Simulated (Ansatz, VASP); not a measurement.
**Two plane-wave programs on NaF**

The input POSCAR:

```
NaF
1.0
    0.0000000000      2.3505298169      2.3505298169
    2.3505298169      0.0000000000      2.3505298169
    2.3505298169      2.3505298169      0.0000000000
Na F
1 1
Direct
    0.0000000000      0.0000000000      0.0000000000
    0.5000000000      0.5000000000      0.5000000000
```

INCAR.step1

```
  PREC = Accurate
  ENCUT = 520
  ISMEAR = -1
  SIGMA = 0.05
  LREAL = False
  LASPH = True
  NELM = 60
  NBANDS = 14
  GGA = PE
  ALGO = Normal
  EDIFF = 1E-4
  LWAVE = True
  LCHARG = False
```

INCAR.step2

```
  PREC = Accurate
  ENCUT = 520
  EDIFF = 1E-7
  ISMEAR = -1
  SIGMA = 0.05
  LREAL = False
  LASPH = True
  NELM = 60
  ALGO = Normal
  ISIF = 2
  LWAVE = False
  LCHARG = False
  METAGGA = R2SCAN
  LMIXTAU = True
  NBANDS = 14
  ISTART = 1
```

KPOINTS

```
regular mesh
0
Gamma
  10 10 10
```

The input input.yaml:

```yaml
crystal:
  lattice:
    - [0.0, 2.3505298169, 2.3505298169]
    - [2.3505298169, 0.0, 2.3505298169]
    - [2.3505298169, 2.3505298169, 0.0]
  atoms:
    - { symbol: Na, position: [0.0, 0.0, 0.0] }
    - { symbol: F, position: [0.5, 0.5, 0.5] }
hamiltonian:
  xc: r2scan
  pseudopotentials: { kind: paw }
kpoints:
  mp_grid: { grid: [10, 10, 10] }
scf:
  occupations: { method: fermi_dirac, width: 0.05 }
output:
  forces: true
  stress: true
  eigenvalues: true
```

Alike in both runs: task single point; functional r2SCAN; k mesh 10 × 10 × 10; occupations fermi-dirac, width 0.05 eV; no spin polarisation.

|  | VASP | Ansatz |
| --- | --- | --- |
| version | VASP 6.6.1 | Ansatz 0.2.0 |
| potentials or method | VASP PAW PBE potentials, release 64 (Na_pv, F) | Ansatz PAW |
| plane-wave cutoff (eV) | 520 | 500 |
| valence electrons in the cell | 14 | 16 |

Ansatz gave:

| Property | Result |
| --- | --- |
| gap on the k mesh at the Fermi level (eV) | 6.90 |
| least direct gap on the mesh (eV) | 6.90 |
| pressure (GPa) | -3.2 |

Q: What did VASP give for the same quantities?

A: gap on the k mesh at the Fermi level (eV): 6.93; least direct gap on the mesh (eV): 6.93; pressure (GPa): -3.7.

VASP's potentials were made for PBE, not for r2SCAN. VASP's potentials hold 14 valence electrons a cell and Ansatz's 16, so a difference there can come from the potentials and not from the codes.
